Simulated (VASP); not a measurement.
A run of VASP 6.6.1:

File INCAR:

```
SYSTEM = WC
  PREC = Accurate
  ENCUT = 520
  EDIFF = 1E-6
  ISMEAR = -1
  SIGMA = 0.05
  LREAL = .False.
  LASPH = .True.
  NELM = 80
  ALGO = Normal
  ISIF = 2
  LWAVE = .False.
  LCHARG = .False.
  GGA = PE
  NBANDS = 16
```

KPOINTS

```
Automatic mesh
0
Gamma
  13 13 12
  0 0 0
```

The input POSCAR:

```
WC
1.0
    2.9005014360      0.0000000000      0.0000000000
   -1.4502507180      2.5119079273      0.0000000000
    0.0000000000      0.0000000000      2.7724200000
W C
1 1
Direct
    0.0000000000      0.0000000000      0.0000000000
    0.6666666667      0.3333333333      0.5000000000
```

Potentials or basis: VASP PAW PBE potentials, release 64 (W_sv, C).

Run with:

```console
$ cat potpaw_PBE.64/W_sv/POTCAR potpaw_PBE.64/C/POTCAR > POTCAR
$ mpirun -np 1 vasp_std > vasp.out
```

Hardware: 1 thread of Intel(R) Xeon(R) Platinum 8259CL CPU @ 2.50GHz (Skylake/Cascade Lake), on a shared host.

Estimate the wall time of this run.

Wall time 22 s on 1 thread of Intel(R) Xeon(R) Platinum 8259CL CPU @ 2.50GHz (Skylake/Cascade Lake), with other jobs on the host, peak memory 0.17 GiB. Counts: scf iterations 12, k points 147.
